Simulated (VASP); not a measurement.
A run of VASP 6.6.1:

Contents of INCAR:

```
SYSTEM = ScSiC3
ALGO = Normal
EDIFF = 1E-7
ENCUT = 520
GGA = PE
ISIF = 2
ISMEAR = 0
LASPH = .TRUE.
LCHARG = .FALSE.
LREAL = .FALSE.
LWAVE = .FALSE.
NBANDS = 22
NELM = 80
PREC = Accurate
SIGMA = 0.1
```

Contents of KPOINTS:

```
k-points
0
G
  6 6 4
  0 0 0
```

The input POSCAR:

```
ScSiC3
1.0
    4.4293369000      0.0000000000      0.0000000000
   -2.2146684500      3.8359182800      0.0000000000
    0.0000000000      0.0000000000      4.1555541600
Sc Si C
1 1 3
Direct
    0.0000000000      0.0000000000      0.5000000000
    0.0000000000      0.0000000000      0.0000000000
    0.5000000000      0.0000000000      0.0000000000
    0.0000000000      0.5000000000      0.0000000000
    0.5000000000      0.5000000000      0.0000000000
```

Potentials or basis: VASP PAW PBE potentials, release 64 (Sc_sv, Si, C).

Run with:

```console
$ cat potpaw_PBE.64/Sc_sv/POTCAR potpaw_PBE.64/Si/POTCAR potpaw_PBE.64/C/POTCAR > POTCAR
$ mpirun -np 1 vasp_std > vasp.out
```

Hardware: 1 thread of AMD EPYC 9R45 96-Core Processor (Zen 5), on a shared host.

**Question.** How long does it take, and how much memory?

**Answer.** It took 21 s on 1 thread of AMD EPYC 9R45 96-Core Processor (Zen 5) (shared host), peak memory 0.17 GiB. Counts: scf iterations 15, k points 21.
